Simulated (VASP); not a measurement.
Here is a VASP 6.6.1 calculation.

File INCAR:

```
  ALGO = Normal
  EDIFF = 1E-7
  ENCUT = 520
  GGA = PE
  ISIF = 2
  ISMEAR = 1
  LASPH = T
  LCHARG = F
  LREAL = F
  LWAVE = F
  NBANDS = 21
  NELM = 60
  PREC = Accurate
  SIGMA = 0.1
```

File KPOINTS:

```
k-points
0
Gamma
  10 10 10
```

The input POSCAR:

```
Sn
1.0
   -2.9862385155      2.9862385155      1.6301531783
    2.9862385155     -2.9862385155      1.6301531783
    2.9862385155      2.9862385155     -1.6301531783
Sn
2
Direct
    0.0000000000      0.0000000000      0.0000000000
    0.7500000000      0.2500000000      0.5000000000
```

Potentials or basis: VASP PAW PBE potentials, release 64 (Sn_d).

Command:

```sh
$ cat potpaw_PBE.64/Sn_d/POTCAR > POTCAR
$ mpirun -np 1 vasp_std > vasp.out
```

(1) What does it give for the pressure?

(2) Predict the band gap on the k mesh.

## Answers

(1) -1.1 GPa.

(2) zero (bands 14 and 15 overlap by 3.58 eV).

Caveat: spin-orbit coupling is left out, which moves the levels of the heavy elements.
